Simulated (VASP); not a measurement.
Input of a VASP 6.6.1 run:

Contents of INCAR:

```
SYSTEM = Co
PREC     = Accurate       ! precision mode
ENCUT    = 520            ! plane-wave cutoff, eV
EDIFF    = 1E-6           ! SCF threshold, eV
ISMEAR   = -1             ! smearing method
SIGMA    = 0.05           ! smearing width, eV
LREAL    = .FALSE.        ! projectors in reciprocal space
LASPH    = .TRUE.         ! aspherical terms in the spheres
NELM     = 150            ! most SCF steps
ALGO     = Normal         ! electronic algorithm
ISIF     = 2              ! what is computed and relaxed
LWAVE    = .FALSE.        ! write WAVECAR
LCHARG   = .TRUE.         ! write CHGCAR
ISPIN    = 2              ! spin polarisation
MAGMOM   = 1.772          ! initial moments
LORBIT   = 11             ! projections on sites
LMAXMIX  = 4              ! l up to which the mixer works
GGA      = RP             ! functional
LELF     = .TRUE.         ! ELF
LVHAR    = .TRUE.       
NBANDS   = 14             ! bands
```

Contents of KPOINTS:

```
Automatic mesh
0
G
  17 17 17
  0 0 0
```

POSCAR

```
Co
1.0
    0.0000000000      1.7768830926      1.7768830926
    1.7768830926      0.0000000000      1.7768830926
    1.7768830926      1.7768830926      0.0000000000
Co
1
Direct
    0.0000000000      0.0000000000      0.0000000000
```

Potentials or basis: VASP PAW PBE potentials, release 64 (Co).

The run is started by

```sh
$ cat potpaw_PBE.64/Co/POTCAR > POTCAR
$ mpirun -np 1 vasp_std > vasp.out
```

Problem. Predict the net moment.

Solution. 1.68 μB per cell.

Problem. What does it give for the site moments?

Solution. Co +1.70 μB.

Problem. Estimate the pressure.

Solution. -0.3 GPa.

Caveat: the PAW data sets were made with another functional, which shifts forces and pressure a little.
